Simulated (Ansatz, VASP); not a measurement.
# Two plane-wave programs on HgTe

File POSCAR:

```
HgTe
1.0
    0.0000000000      3.3549410466      3.3549410466
    3.3549410466      0.0000000000      3.3549410466
    3.3549410466      3.3549410466      0.0000000000
Hg Te
1 1
Direct
    0.0000000000      0.0000000000      0.0000000000
    0.2500000000      0.2500000000      0.2500000000
```

File INCAR.step1:

```
ALGO     = Normal         # electronic algorithm
EDIFF    = 1E-5           # SCF threshold, eV
ENCUT    = 520            # plane-wave cutoff, eV
GGA      = PE             # functional
ISIF     = 2              # what is computed and relaxed
ISMEAR   = -1             # smearing method
LASPH    = T              # aspherical terms in the spheres
LCHARG   = F              # write CHGCAR
LREAL    = F              # projectors in reciprocal space
LWAVE    = T              # write WAVECAR
NBANDS   = 16             # bands
NELM     = 60             # most SCF steps
PREC     = Accurate       # precision mode
SIGMA    = 0.02           # smearing width, eV
```

The input INCAR.step2:

```
ALGO     = Normal         # electronic algorithm
EDIFF    = 1E-6           # SCF threshold, eV
ENCUT    = 520            # plane-wave cutoff, eV
GGA      = PE             # functional
HFSCREEN = 0.2079         # screening, 1/A
ISIF     = 2              # what is computed and relaxed
ISMEAR   = -1             # smearing method
ISTART   = 1            
LASPH    = T              # aspherical terms in the spheres
LCHARG   = F              # write CHGCAR
LHFCALC  = T              # exact exchange
LREAL    = F              # projectors in reciprocal space
LWAVE    = F              # write WAVECAR
NBANDS   = 16             # bands
NELM     = 60             # most SCF steps
PREC     = Accurate       # precision mode
PRECFOCK = Normal       
SIGMA    = 0.02           # smearing width, eV
```

KPOINTS

```
k-points
0
Gamma
  4 4 4
```

Input for Ansatz:

```yaml
crystal:
  lattice:
    - [0.0, 3.3549410466, 3.3549410466]
    - [3.3549410466, 0.0, 3.3549410466]
    - [3.3549410466, 3.3549410466, 0.0]
  atoms:
    - { symbol: Hg, position: [0.0, 0.0, 0.0] }
    - { symbol: Te, position: [0.25, 0.25, 0.25] }
kpoints:
  mp_grid: { grid: [4, 4, 4] }
  band_path:
    path:
      - [0.0, 0.0, 0.0]
      - [-0.5, -0.5, 0.0]
      - [-0.375, -0.375, 0.25]
      - [-0.375, 0.0, 0.375]
      - [0.0, 0.0, 0.5]
      - [-0.5, -0.25, 0.25]
    npoints: 1
hamiltonian:
  xc: hse06
scf:
  occupations: { method: fermi_dirac, width: 0.02 }
  n_extra_bands: 4
output:
  forces: true
  stress: true
  eigenvalues: true
```

Change from the starting cell: hydrostatic strain +2.0%.

Alike in both runs: task single point; functional HSE06; k mesh 4 × 4 × 4; occupations fermi-dirac, width 0.02 eV; no spin polarisation.

|  | VASP | Ansatz |
| --- | --- | --- |
| version | VASP 6.6.1 | Ansatz 0.2.0 |
| potentials or method | VASP PAW PBE potentials, release 64 (Hg, Te) | plane waves, PAW |
| plane-wave cutoff (eV) | 520 | 420 |
| valence electrons in the cell | 18 | 36 |

Ansatz gave:

| Property | Result |
| --- | --- |
| pressure (GPa) | -1.9 |

Problem. Estimate VASP's values.

Solution. Pressure (GPa): -2.0.

VASP's potentials hold 18 valence electrons a cell and Ansatz's 36, so a difference there can come from the potentials and not from the codes. Ansatz's warnings: filled band counts differ across k points, stress exchange threshold loose, stress scf threshold loose.

The k mesh is coarse, so the values compare programs but aren't converged. Neither program's run includes spin-orbit coupling.
